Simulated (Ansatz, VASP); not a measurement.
One calculation of PbO, two programs

INCAR

```
SYSTEM = PbO
PREC = Accurate
ENCUT = 520
EDIFF = 1E-6
ISMEAR = 0
SIGMA = 0.05
LREAL = .False.
LASPH = .True.
NELM = 80
ALGO = Normal
ISIF = 2
LWAVE = .False.
LCHARG = .True.
GGA = PS
LELF = .True.
LVHAR = .True.
NBANDS = 28
```

The input KPOINTS:

```
Automatic mesh
0
Gamma
  8 8 6
  0 0 0
```

File POSCAR:

```
PbO
1.0
    4.0568204757      0.0000000000      0.0000000000
    0.0000000000      4.0568204757      0.0000000000
    0.0000000000      0.0000000000      5.5970750290
Pb O
2 2
Direct
    0.5000000000      0.0000000000      0.2126163549
    0.0000000000      0.5000000000      0.7873836451
    0.0000000000      0.0000000000      0.0000000000
    0.5000000000      0.5000000000      0.0000000000
```

Input for Ansatz:

```yaml
crystal:
  lattice:
    - [4.0568204757, 0.0, 0.0]
    - [0.0, 4.0568204757, 0.0]
    - [0.0, 0.0, 5.597075029]
  atoms:
    - { symbol: Pb, position: [0.5, 0.0, 0.2126163549] }
    - { symbol: Pb, position: [0.0, 0.5, 0.7873836451] }
    - { symbol: O, position: [0.0, 0.0, 0.0] }
    - { symbol: O, position: [0.5, 0.5, 0.0] }
basis:
  ecutwfc: 420
  ecutrho_ratio: 4
kpoints:
  mp_grid: { grid: [8, 8, 6] }
hamiltonian:
  xc: pbesol
scf:
  occupations: { method: gaussian, width: 0.05 }
output:
  forces: true
  stress: true
  eigenvalues: true
  populations: true
```

Alike in both runs: task single point; functional PBEsol; k mesh 8 × 8 × 6; occupations gaussian, width 0.05 eV; no spin polarisation.

```csv
,VASP,Ansatz
version,VASP 6.6.1,Ansatz 0.2.0
potentials or method,"VASP PAW PBE potentials, release 64 (Pb_d, O), cutoff 520 eV","scalar-relativistic, plane waves, PAW"
valence electrons in the cell,40,40
```

Ansatz gave:

```
gap on the k mesh at the Fermi level (eV)                     : 1.73
least direct gap on the mesh (eV)                             : 1.85
pressure (GPa)                                                : -3.1
traceless stress, the component that is largest in VASP (GPa) : 0.61
rms of the force components (eV/Å)                            : 0.150
```

Task: Estimate VASP's values.

Result: gap on the k mesh at the Fermi level (eV): 1.71; least direct gap on the mesh (eV): 1.84; pressure (GPa): -3.0; traceless stress, the component that is largest in VASP (GPa): 0.59; rms of the force components (eV/Å): 0.135.

VASP's potentials were made for PBE, not for PBEsol. Atom by atom the forces differ by 0.016 eV/Å (rms over components).

Spin-orbit coupling is off throughout.
